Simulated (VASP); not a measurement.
Input of a VASP 6.6.1 run:

Contents of INCAR:

```
SYSTEM = Mg
PREC = Accurate
ENCUT = 520
EDIFF = 1E-7
ISMEAR = -1
SIGMA = 0.08
LREAL = .False.
LASPH = .True.
NELM = 60
ALGO = Normal
ISIF = 2
LWAVE = .False.
LCHARG = .False.
GGA = PE
NBANDS = 7
```

The input KPOINTS:

```
Automatic mesh
0
Gamma
  16 16 16
  0 0 0
```

File POSCAR:

```
Mg
1.0
    0.0000000000      1.7949866579      1.7949866579
    1.7949866579      0.0000000000      1.7949866579
    1.7949866579      1.7949866579      0.0000000000
Mg
1
Direct
    0.0000000000      0.0000000000      0.0000000000
```

Potentials or basis: VASP PAW PBE potentials, release 64 (Mg).

The run is started by

```bash
$ cat potpaw_PBE.64/Mg/POTCAR > POTCAR
$ mpirun -np 1 vasp_std > vasp.out
```

Q: What does it give for the pressure?

A: 93.9 GPa.

Q: Predict the band gap on the k mesh.

A: Zero (band 1 reaches 9.19 eV, above the bottom of band 2 at 6.18 eV).
